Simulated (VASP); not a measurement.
# Al2InN3 (Pmmm) in VASP: further runs

Runs on Al2InN3. Level: PBE. Tasks: single point.

Program: VASP 6.6.1. These are calculated values, not measurements. Logs are shortened: lines on timing, memory, paths and dates and some standing lists are left out, and cuts for length are marked.

## Step 1: The cell of the first run

It takes space group Pmmm (No. 47, orthorhombic). Conventional cell: a = 2.810 Å, b = 3.992 Å, c = 7.485 Å, α = 90.00°, β = 90.00°, γ = 90.00°. Al (site symmetry mm2) has 4 N at 2.04 Å and 1 Al at 2.42 Å within 2.7 Å. Within 3.2 Å of In (site symmetry mmm) lie 4 N at 2.44 Å and 2 In at 2.81 Å and 4 Al at 2.90 Å. Within 2.3 Å of N (site symmetry m2m) lie 2 N at 1.70 to 2.29 Å and 4 Al at 2.04 Å. Within 3.3 Å of N (site symmetry mmm) lie 4 In at 2.44 Å and 2 N at 2.81 Å and 4 Al at 3.22 Å.

The cell was built from a structure type or drawn by symmetry, and may not be a known phase.

## Step 2: Single point, PBE

File INCAR:

```
SYSTEM = Al2InN3
ALGO = Normal ; EDIFF = 1E-6
ENCUT = 520 ; GGA = PE
ISIF = 2 ; ISMEAR = 0
LASPH = .True. ; LCHARG = .True.
LELF = .True. ; LREAL = .False.
LVHAR = .True. ; LWAVE = .False.
NBANDS = 26 ; NELM = 60
PREC = Accurate ; SIGMA = 0.1
```

File KPOINTS:

```
k-points
0
Gamma
  14 10 6
  0 0 0
```

File POSCAR:

```
Al2InN3
1.0
    2.8098239980      0.0000000000      0.0000000000
    0.0000000000      3.9923152386      0.0000000000
    0.0000000000      0.0000000000      7.4847380621
Al In N
2 1 3
Direct
    0.0000000000      0.5000000000      0.8383619245
    0.0000000000      0.5000000000      0.1616380755
    0.5000000000      0.5000000000      0.5000000000
    0.5000000000      0.7135186742      0.0000000000
    0.5000000000      0.2864813258      0.0000000000
    0.0000000000      0.0000000000      0.5000000000
```

Potentials or basis: VASP PAW PBE potentials, release 64 (Al, In_d, N).

Run with:

```bash
cat potpaw_PBE.64/Al/POTCAR potpaw_PBE.64/In_d/POTCAR potpaw_PBE.64/N/POTCAR > POTCAR
mpirun -np 1 vasp_std > vasp.out
```

OUTCAR:

```text
SYSTEM = Al2InN3
   EDIFF = 1E-6
   ENCUT = 520
   GGA = PE
   ISIF = 2
   ISMEAR = 0
   LASPH = .True.
   LREAL = .False.
   NELM = 60
   PREC = Accurate

 ion  position               nearest neighbor table
   1  0.000  0.500  0.838-   4 2.04   5 2.04   4 2.04   5 2.04   2 2.42   3 2.90   3 2.90
   2  0.000  0.500  0.162-   4 2.04   5 2.04   4 2.04   5 2.04   1 2.42   3 2.90   3 2.90
   3  0.500  0.500  0.500-   6 2.44   6 2.44   6 2.44   6 2.44   1 2.90   2 2.90   1 2.90   2 2.90

   4  0.500  0.714  0.000-   5 1.70   2 2.04   1 2.04   1 2.04   2 2.04
   5  0.500  0.286  0.000-   4 1.70   2 2.04   1 2.04   1 2.04   2 2.04
   6  0.000  0.000  0.500-   3 2.44   3 2.44   3 2.44   3 2.44

  LATTYP: Found a simple orthorhombic cell.
 ALAT       =     2.8098239980
 B/A-ratio  =     1.4208417472
 C/A-ratio  =     2.6637746946

  Lattice vectors:

 A1 = (   2.8098239980,   0.0000000000,   0.0000000000)
 A2 = (   0.0000000000,   3.9923152386,   0.0000000000)
 A3 = (   0.0000000000,   0.0000000000,   7.4847380621)

Analysis of symmetry for initial positions (statically):
=====================================================================
 Subroutine PRICEL returns:
 Original cell was already a primitive cell.

 Routine SETGRP: Setting up the symmetry group for a
 simple orthorhombic supercell.

 Subroutine GETGRP returns: Found  8 space group operations
 (whereof  8 operations were pure point group operations)
 out of a pool of  8 trial point group operations.

The static configuration has the point symmetry D_2h.

Analysis of symmetry for dynamics (positions and initial velocities):
=====================================================================
 Subroutine PRICEL returns:
 Original cell was already a primitive cell.

 Routine SETGRP: Setting up the symmetry group for a
 simple orthorhombic supercell.

 Subroutine GETGRP returns: Found  8 space group operations
 (whereof  8 operations were pure point group operations)
 out of a pool of  8 trial point group operations.

The dynamic configuration has the point symmetry D_2h.

 Subroutine INISYM returns: Found  8 space group operations
 (whereof  8 operations are pure point group operations),
 and found     1 'primitive' translations

----------------------------------------------------------------------------------------

                                     Primitive cell

  volume of cell :      83.9616

[... 100 lines left out ...]
   IBRION =     -1    ionic relax: 0-MD 1-quasi-New 2-CG
   NFREE  =      0    steps in history (QN), initial steepest desc. (CG)
   ISIF   =      2    stress and relaxation
   ISYM   =      2    0-nonsym 1-usesym 2-fastsym
   POTIM  = 0.5000    time-step for ionic-motion
   TEBEG  =    0.0;   TEEND  =   0.0 temperature during run
   PSTRESS=    0.0 pullay stress
   NELECT =      34.0000    total number of electrons
   NUPDOWN=      -1.0000    fix difference up-down
   EMIN   =  10.00;   EMAX   =-10.00  energy-range for DOS
   EFERMI =   0.00;   METHOD = LEGACY
   ISMEAR =     0;   SIGMA  =   0.10  broadening in eV -4-tet -1-fermi 0-gaus
   EFERMI_NEDOS =   21; number of points for ismear=-14 and -15
   IALGO  =     38    algorithm
   IMIX   =      4    mixing-type and parameters
     AMIX     =   0.40;   BMIX     =  1.00
     AMIX_MAG =   1.60;   BMIX_MAG =  1.00
  volume/ion in A,a.u.               =      13.99        94.43
  Fermi-wavevector in a.u.,A,eV,Ry     =   1.211177  2.288793 19.959063  1.466950
  Thomas-Fermi vector in A             =   2.346701
   LORBIT       =      0    0 simple, 1 ext, 2 COOP (PROOUT), +10 PAW based schemes
   GGA     = PE    functional components
   LHFCALC =     F    Hartree Fock is set to
   AEXX    =    0.0000 exact exchange contribution
   IVDW    =     0    specifies the selected vdW correction
   LEPSILON=     F    determine dielectric tensor
   LRPA    =     F    only Hartree local field effects (RPA)
 non-spin polarized calculation
 Gauss-broadening in eV      SIGMA  =   0.10
  energy-cutoff  :      520.00
  volume of cell :       83.96
 maximum number of plane-waves:      2286
 NGX is ok and might be reduce to    24
   NGX = 11   NGY = 15   NGZ = 27

 number of electron      34.0000010 magnetization

 Free energy of the ion-electron system (eV)
  ---------------------------------------------------
  ext. energy  EPLUGINS =         0.00000000
  ---------------------------------------------------
  free energy    TOTEN  =       -29.80485800 eV

  energy without entropy =      -29.78923423  energy(sigma->0) =      -29.79704611

 E-fermi :   6.1289     XC(G=0): -10.2762

 val. band max:        6.1266802603   @ k =   0.3571   0.5000   0.3333
 cond. band min:       6.1304222780   @ k =   0.0714   0.2000   0.3333
 fundamental gap:      0.0037420177
 Fermi energy:         6.1289413661

 k-point     1 :       0.0000    0.0000    0.0000
  band No.  band energies     occupation
      1     -12.7740      2.00000
      2      -9.0852      2.00000
      3      -8.7105      2.00000
      4      -8.1102      2.00000
      5      -8.0605      2.00000
      6      -7.9080      2.00000
[... 685 lines left out ...]
     25      13.4820      0.00000
     26      13.8646      0.00000

 [... further k-points ...]

------------------------ aborting loop because EDIFF is reached ----------------------------------------

  FORCE on cell =-STRESS in cart. coord.  units (eV):
  Direction    XX          YY          ZZ          XY          YZ          ZX
  --------------------------------------------------------------------------------------
  -------------------------------------------------------------------------------------
  Total       -0.0201779      0.0072025     -0.0532621      0.0000000      0.0000000      0.0000000
  in kB       -0.3850405      0.1374400     -1.0163622      0.0000000      0.0000000      0.0000000
  external PRESSURE =      -0.4213209 kB  Pullay stress =       0.0000000 kB

 VOLUME and BASIS-vectors are now :
 -----------------------------------------------------------------------------
  energy-cutoff  :      520.00
  volume of cell :       83.96
      direct lattice vectors                 reciprocal lattice vectors
     2.809823998  0.000000000  0.000000000     0.355894177  0.000000000  0.000000000
     0.000000000  3.992315239  0.000000000     0.000000000  0.250481222  0.000000000
     0.000000000  0.000000000  7.484738062     0.000000000  0.000000000  0.133605210

 POSITION                                       TOTAL-FORCE (eV/Angst)
 -----------------------------------------------------------------------------------
      0.00000      1.99616      6.27492         0.000000      0.000000     -0.000312
      0.00000      1.99616      1.20982        -0.000000      0.000000      0.000312
      1.40491      1.99616      3.74237        -0.000000      0.000000      0.000000
      1.40491      2.84859      0.00000        -0.000000      0.032538     -0.000000
      1.40491      1.14372      0.00000        -0.000000     -0.032538      0.000000
      0.00000      0.00000      3.74237        -0.000000      0.000000      0.000000
 -----------------------------------------------------------------------------------
    total drift:                                0.000000      0.000000     -0.000000

  FREE ENERGIE OF THE ION-ELECTRON SYSTEM (eV)
  ---------------------------------------------------
  free  energy   TOTEN  =       -29.8048579966 eV

  energy  without entropy=      -29.7892342311  energy(sigma->0) =      -29.79704611
```

OSZICAR:

```text
N       E                     dE             d eps       ncg     rms          rms(c)
DAV:   1     0.275190815577E+03    0.27519E+03   -0.15526E+04 10022   0.141E+03
DAV:   2     0.296225728081E+01   -0.27223E+03   -0.25120E+03 10926   0.356E+02
DAV:   3    -0.325066664626E+02   -0.35469E+02   -0.33605E+02 13246   0.124E+02
DAV:   4    -0.341552558384E+02   -0.16486E+01   -0.16290E+01 12248   0.279E+01
DAV:   5    -0.342128700553E+02   -0.57614E-01   -0.57562E-01 14338   0.530E+00    0.128E+01
DAV:   6    -0.311325835877E+02    0.30803E+01   -0.20397E+01 15106   0.345E+01    0.934E+00
DAV:   7    -0.299759132411E+02    0.11567E+01   -0.64478E+00 14804   0.119E+01    0.454E+00
DAV:   8    -0.298682973163E+02    0.10762E+00   -0.15003E+00 13562   0.603E+00    0.261E+00
DAV:   9    -0.298176562842E+02    0.50641E-01   -0.23060E-01 13664   0.265E+00    0.106E+00
DAV:  10    -0.298038623569E+02    0.13794E-01   -0.36719E-02 12526   0.129E+00    0.264E-01
DAV:  11    -0.298046869485E+02   -0.82459E-03   -0.52701E-03 11702   0.408E-01    0.140E-01
DAV:  12    -0.298048694189E+02   -0.18247E-03   -0.95928E-04 12168   0.164E-01    0.519E-02
DAV:  13    -0.298048621604E+02    0.72585E-05   -0.13430E-04 12998   0.852E-02    0.241E-02
DAV:  14    -0.298048570874E+02    0.50730E-05   -0.31859E-05 11706   0.331E-02    0.576E-03
DAV:  15    -0.298048579966E+02   -0.90917E-06   -0.52993E-06 10674   0.131E-02
   1 F= -.29804858E+02 E0= -.29797046E+02  d E =-.156238E-01
```

Wall time 2.4 min (1 thread of Intel Xeon 6975P-C (Granite Rapids), shared host); peak memory 0.47 GiB.

Results:

```yaml
Free_energy: -29.8049 eV
Pressure: 0.0 GPa
Largest_force: 0.033 eV/Å
Band_gap_on_the_k_mesh: zero (bands 17 and 18 overlap by 1.23 eV)
```

Forces in eV/Å, atoms in the order of the input:
```
Al   0.000  0.000  0.000
Al   0.000  0.000  0.000
In   0.000  0.000  0.000
N    0.000  0.033  0.000
N    0.000 -0.033  0.000
N    0.000  0.000  0.000
```

Caveat: spin-orbit coupling is left out, which moves the levels of the heavy elements.

## Step 3: Single point, PBE, collinear spin, ferromagnetic start

File INCAR:

```
SYSTEM = Al2InN3
PREC = Accurate
ENCUT = 520
EDIFF = 1E-6
ISMEAR = 0
SIGMA = 0.1
LREAL = .False.
LASPH = .True.
NELM = 150
ALGO = Normal
ISIF = 2
LWAVE = .False.
LCHARG = .False.
ISPIN = 2
MAGMOM = 0 0 0 1 1 1
LORBIT = 11
GGA = PE
NBANDS = 30
```

File KPOINTS:

```
Automatic mesh
0
Gamma
  6 4 4
  0 0 0
```

File POSCAR:

```
Al2InN3
1.0
    2.8022172693      0.0000000000      0.0000000000
    0.0000000000      3.9993281289      0.0000000000
    0.0000000000      0.0000000000      7.4986540514
Al In N
2 1 3
Direct
    0.0000000000      0.5000000000      0.8374934680
    0.0000000000      0.5000000000      0.1625065320
    0.5000000000      0.5000000000      0.5000000000
    0.5000000000      0.7099655008      0.0000000000
    0.5000000000      0.2900344992      0.0000000000
    0.0000000000      0.0000000000      0.5000000000
```

Potentials or basis: VASP PAW PBE potentials, release 64 (Al, In_d, N).

Run with:

```bash
cat potpaw_PBE.64/Al/POTCAR potpaw_PBE.64/In_d/POTCAR potpaw_PBE.64/N/POTCAR > POTCAR
mpirun -np 1 vasp_std > vasp.out
```

Run time: 81 s. Hardware: 1 thread of Intel Xeon 6975P-C (Granite Rapids), shared host; peak memory 0.3 GiB.

Results (log left out):

| Item | Value |
| --- | --- |
| Free energy | -29.8180 eV |
| Pressure | -0.1 GPa |
| Largest force | 0.033 eV/Å |
| Band gap on the k mesh | zero (filled and empty bands overlap) |
| Net moment | 0.00 μB per cell |
| Valence electrons inside the program's atomic spheres | Al 0.71; In 11.43; N 3.67, 3.45 (each value once) |

Forces on the atoms (eV/Å):
```
Al   0.000  0.000 -0.025
Al   0.000  0.000  0.025
In   0.000  0.000  0.000
N    0.000  0.033  0.000
N    0.000 -0.033  0.000
N    0.000  0.000  0.000
```

Stress tensor (GPa, compression positive):
```
-0.16  0.00  0.00
 0.00  0.04  0.00
 0.00  0.00 -0.20
```

Levels at points of the mesh, in eV from the Fermi level:
Spin up:
```csv
k point,band 13,band 14,band 15,band 16,band 17,band 18,band 19,band 20,band 21,band 22
"(0.00, 0.00, 0.00)",-3.70,-3.62,-1.96,0.32,0.40,0.48,0.50,4.38,5.28,6.18
"(0.50, 0.00, 0.00)",-3.31,-1.95,-1.37,-1.04,-0.92,0.78,1.16,1.16,4.20,5.85
"(0.00, 0.50, 0.00)",-2.42,-2.31,-1.38,-0.78,-0.16,0.76,1.58,2.42,3.67,4.94
"(0.50, 0.50, 0.00)",-3.85,-2.13,-1.89,-1.70,-1.04,0.17,1.67,1.80,2.95,4.62
"(0.00, 0.00, 0.50)",-3.94,-3.68,-1.85,-0.23,0.32,0.40,2.83,3.74,4.86,6.04
"(0.50, 0.00, 0.50)",-3.30,-1.91,-1.51,-1.05,-0.93,-0.45,1.79,2.39,2.41,6.23
"(0.00, 0.50, 0.50)",-3.44,-2.29,-2.07,-0.16,0.76,0.85,2.22,3.43,3.67,4.25
"(0.50, 0.50, 0.50)",-3.89,-1.83,-1.78,-1.40,-0.93,0.10,0.84,1.36,2.95,3.86
```
Spin down:
```
           k point  band 15  band 16  band 17  band 18  band 19  band 20
(0.00, 0.00, 0.00)    -1.96     0.32     0.40     0.48     0.50     4.38
(0.50, 0.00, 0.00)    -1.37    -1.04    -0.92     0.78     1.16     1.16
(0.00, 0.50, 0.00)    -1.38    -0.78    -0.16     0.76     1.58     2.42
(0.50, 0.50, 0.00)    -1.89    -1.70    -1.04     0.17     1.67     1.80
(0.00, 0.00, 0.50)    -1.85    -0.23     0.32     0.40     2.83     3.74
(0.50, 0.00, 0.50)    -1.51    -1.05    -0.93    -0.45     1.79     2.39
(0.00, 0.50, 0.50)    -2.07    -0.16     0.76     0.85     2.22     3.43
(0.50, 0.50, 0.50)    -1.78    -1.40    -0.93     0.10     0.84     1.36
```

Caveat: the k points lie up to 0.39 Å⁻¹ apart, too coarse for converged energies and pressures of a metal; spin-orbit coupling is left out, which moves the levels of the heavy elements.

## Step 4: Single point, PBE, collinear spin, ferromagnetic start

This run uses another cell than the first one, of 15.37 Å³/atom.

File INCAR:

```
PREC = Accurate
ENCUT = 520
EDIFF = 1E-7
ISMEAR = 0
SIGMA = 0.1
LREAL = False
LASPH = True
NELM = 150
ALGO = Normal
ISIF = 2
LWAVE = False
LCHARG = True
ISPIN = 2
MAGMOM = 0 0 0 1 1 1
LORBIT = 11
GGA = PE
LELF = True
LVHAR = True
NBANDS = 30
```

File KPOINTS:

```
Automatic mesh
0
Gamma
  6 4 4
```

File POSCAR:

```
Al2InN3
1.0
    2.9688087900      0.0000000000      0.0000000000
    0.0000000000      5.1291202300      0.0000000000
    0.0000000000      0.0000000000      6.0546431700
Al In N
2 1 3
Direct
    0.0000000000      0.5000000000      0.7824531700
    0.0000000000      0.5000000000      0.2175468300
    0.5000000000      0.5000000000      0.5000000000
    0.5000000000      0.6904240900      0.0000000000
    0.5000000000      0.3095759100      0.0000000000
    0.0000000000      0.0000000000      0.5000000000
```

Run with:

```bash
cat potpaw_PBE.64/Al/POTCAR potpaw_PBE.64/In_d/POTCAR potpaw_PBE.64/N/POTCAR > POTCAR
mpirun -np 1 vasp_std > vasp.out
```

It took 88 s on 1 thread of Intel Xeon 6975P-C (Granite Rapids), shared host; peak memory 0.33 GiB.

It converged, with:

| Item | Value |
| --- | --- |
| Free energy | -23.9206 eV |
| Pressure | 12.8 GPa |
| Largest force | 8.700 eV/Å |
| Band gap on the k mesh | zero (filled and empty bands overlap) |
| Net moment | 1.97 μB per cell |
| Site moments | Al -0.00; In -0.00; N +0.01, +1.34 (each value once) μB |
| Valence electrons inside the program's atomic spheres | Al 0.80; In 12.10; N 3.50, 3.34 (each value once) |

Forces in eV/Å, atoms in the order of the input:
```
Al   0.000  0.000  8.700
Al   0.000  0.000 -8.700
In   0.000  0.000  0.000
N    0.000 -2.882  0.000
N    0.000  2.882  0.000
N    0.000  0.000  0.000
```

Stress tensor (GPa, compression positive):
```
 16.79   0.00   0.00
  0.00 -17.80   0.00
  0.00   0.00  39.29
```

Levels at points of the mesh, in eV from the Fermi level:
Spin up:
```tsv
k point	band 16	band 17	band 18	band 19	band 20	band 21
(0.00, 0.00, 0.00)	-0.74	-0.41	0.13	2.56	2.76	3.01
(0.50, 0.00, 0.00)	-2.07	-1.94	-1.07	1.01	1.92	2.85
(0.00, 0.50, 0.00)	-0.70	-0.53	-0.02	0.06	1.23	3.26
(0.50, 0.50, 0.00)	-2.13	-1.25	-0.81	0.49	1.87	1.96
(0.00, 0.00, 0.50)	-1.55	-0.75	0.12	2.60	3.60	3.85
(0.50, 0.00, 0.50)	-2.07	-1.33	-1.10	-0.86	2.86	2.97
(0.00, 0.50, 0.50)	-1.23	-0.69	0.05	1.31	1.45	4.00
(0.50, 0.50, 0.50)	-1.71	-1.17	-0.89	-0.77	1.85	2.58
```
Spin down:
```csv
k point,band 13,band 14,band 15,band 16,band 17,band 18,band 19,band 20
"(0.00, 0.00, 0.00)",-2.34,-2.14,-0.73,0.18,0.85,2.24,2.61,3.01
"(0.50, 0.00, 0.00)",-3.35,-3.11,-1.07,-0.39,-0.38,0.23,1.94,2.38
"(0.00, 0.50, 0.00)",-2.30,-0.53,0.10,0.16,0.59,0.80,1.24,2.37
"(0.50, 0.50, 0.00)",-3.28,-2.59,-1.37,-1.25,0.46,0.71,1.12,1.89
"(0.00, 0.00, 0.50)",-3.81,-2.32,-1.01,0.17,1.03,2.21,2.62,3.80
"(0.50, 0.00, 0.50)",-3.06,-2.13,-1.34,-0.83,-0.59,0.38,0.66,2.88
"(0.00, 0.50, 0.50)",-2.73,-2.28,-0.25,0.10,0.65,1.48,1.56,2.37
"(0.50, 0.50, 0.50)",-2.67,-2.12,-1.73,-0.75,-0.45,1.06,1.07,1.87
```

Caveat: the cell stands under pressure; spin-orbit coupling is left out, which moves the levels of the heavy elements; forces of over 1 eV/Å act on the atoms, so gaps and moduli don't describe the material at rest.

## Step 5: Summary

| spin | cell | k mesh | gap on the mesh (eV) | pressure (GPa) | moment (μB) | largest force (eV/Å) |
| --- | --- | --- | --- | --- | --- | --- |
| off | a = 2.810, b = 3.992, c = 7.485 Å, 6 atoms, atomic positions A | 14 × 10 × 6 | none | 0.0 | - | 0.03 |
| collinear, ferromagnetic start | a = 2.802, b = 3.999, c = 7.499 Å, 6 atoms, atomic positions B | 6 × 4 × 4 | none | -0.1 | 0.00 | 0.03 |
| collinear, ferromagnetic start | a = 2.969, b = 5.129, c = 6.055 Å, 6 atoms, atomic positions C | 6 × 4 × 4 | none | 12.8 | 1.97 | 8.70 |

Alike in all rows: task single point; level PBE; potentials or basis VASP PAW PBE potentials, release 64 (Al, In_d, N); cutoff (eV) 520; smearing gaussian 0.1 eV.

Caveats: some runs use coarse meshes; spin-orbit coupling is left out, which moves the levels of the heavy elements; the cell stands under pressure (at least some runs); forces of over 1 eV/Å act on the atoms, so gaps and moduli don't describe the material at rest (at least some runs).

Absolute energies hang on the potentials; compare differences alone.
